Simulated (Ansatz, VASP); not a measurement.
# Mg5SiSb2: VASP beside Ansatz

```
Mg Si Sb
1.0
     5.54177    0.00000    0.00000
     0.00000    5.54177    0.00000
     0.00000    0.00000    6.39899
Mg Si Sb
5 1 2
Direct
  0.00000 0.50000 0.00000
  0.50000 0.00000 0.00000
  0.00000 0.00000 0.50000
  0.00000 0.50000 0.50000
  0.50000 0.00000 0.50000
  0.00000 0.00000 0.00000
  0.50000 0.50000 0.74856
  0.50000 0.50000 0.25144
```

Alike in both runs: functional PBE; k mesh 4 × 4 × 4; occupations gaussian, width 0.1 eV; no spin polarisation.

Ansatz relaxed the structure, and its values are those at the end. VASP's run is a single point on that final structure, the one shown.

```csv
,VASP,Ansatz
version,VASP 6.6.1,Ansatz 0.2.0
potentials or method,"VASP PAW PBE potentials, release 64 (Mg, Si, Sb), cutoff 520 eV","scalar-relativistic, plane waves, PAW"
valence electrons in the cell,24,84
```

|  | VASP | Ansatz | Ansatz less VASP |
| --- | --- | --- | --- |
| gap on the k mesh at the Fermi level (eV) | none | none | - |
| pressure (GPa) | -0.2 | -0.1 | +0.05 |

A gap of «none» marks a metal or a gap that the smearing closes. VASP's potentials hold 24 valence electrons a cell and Ansatz's 84, so a difference there can come from the potentials and not from the codes.

Neither program's run includes spin-orbit coupling.
